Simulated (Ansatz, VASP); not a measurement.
**One calculation of Hf, two programs**

POSCAR

```
Hf
1.0
    3.1987335297      0.0000000000      0.0000000000
   -1.5993667648      2.7701844966      0.0000000000
    0.0000000000      0.0000000000      5.0505021987
Hf
2
Direct
    0.3333333333      0.6666666667      0.2500000000
    0.6666666667      0.3333333333      0.7500000000
```

INCAR.step1

```
ALGO = Normal ; EDIFF = 1E-4
ENCUT = 520 ; GGA = PE
ISMEAR = 1 ; LASPH = True
LCHARG = False ; LREAL = False
LWAVE = True ; NBANDS = 17
NELM = 100 ; PREC = Accurate
SIGMA = 0.3
```

Contents of INCAR.step2:

```
ALGO = Normal ; EDIFF = 1E-6
ENCUT = 520 ; ISIF = 2
ISMEAR = 1 ; ISTART = 1
LASPH = True ; LCHARG = False
LMIXTAU = True ; LREAL = False
LWAVE = False ; METAGGA = R2SCAN
NBANDS = 17 ; NELM = 100
PREC = Accurate ; SIGMA = 0.3
```

File KPOINTS:

```
k-points
0
Gamma
  11 11 6
```

Input for Ansatz:

```yaml
crystal:
  lattice:
    - [3.1987335297, 0.0, 0.0]
    - [-1.5993667648, 2.7701844966, 0.0]
    - [0.0, 0.0, 5.0505021987]
  atoms:
    - { symbol: Hf, position: [0.3333333333, 0.6666666667, 0.25] }
    - { symbol: Hf, position: [0.6666666667, 0.3333333333, 0.75] }
hamiltonian:
  xc: r2scan
  pseudopotentials:
    kind: paw
    azcp:
      Hf: "pseudopotentials/Hf.paw.azcp"
basis:
  ecutwfc: 500
  fft_grid_basis: typed
kpoints:
  mp_grid: { grid: [11, 11, 6], shift: [0, 0, 0] }
magnetization:
  spin_polarized: false
scf:
  occupations: { method: methfessel_paxton, width: 0.3 }
  lower_state_search: "off"
output:
  stress: true
```

Alike in both runs: task single point; functional r2SCAN; k mesh 11 × 11 × 6; occupations methfessel-paxton of order 1, width 0.3 eV; no spin polarisation.

```csv
,VASP,Ansatz
version,VASP 6.6.1,Ansatz 0.2.0
potentials or method,"VASP PAW PBE potentials, release 64 (Hf_pv), cutoff 520 eV","plane waves (500 eV) with PAW, scalar-relativistic"
valence electrons in the cell,20,52
```

```csv
,VASP,Ansatz,Ansatz less VASP
pressure (GPa),-0.6,-0.1,+0.58
"traceless stress, the component that is largest in VASP (GPa)",-0.18,-0.09,+0.087
```

VASP's potentials were made for PBE, not for r2SCAN. VASP's potentials hold 20 valence electrons a cell and Ansatz's 52, so a difference there can come from the potentials and not from the codes.

Spin-orbit coupling is off throughout.
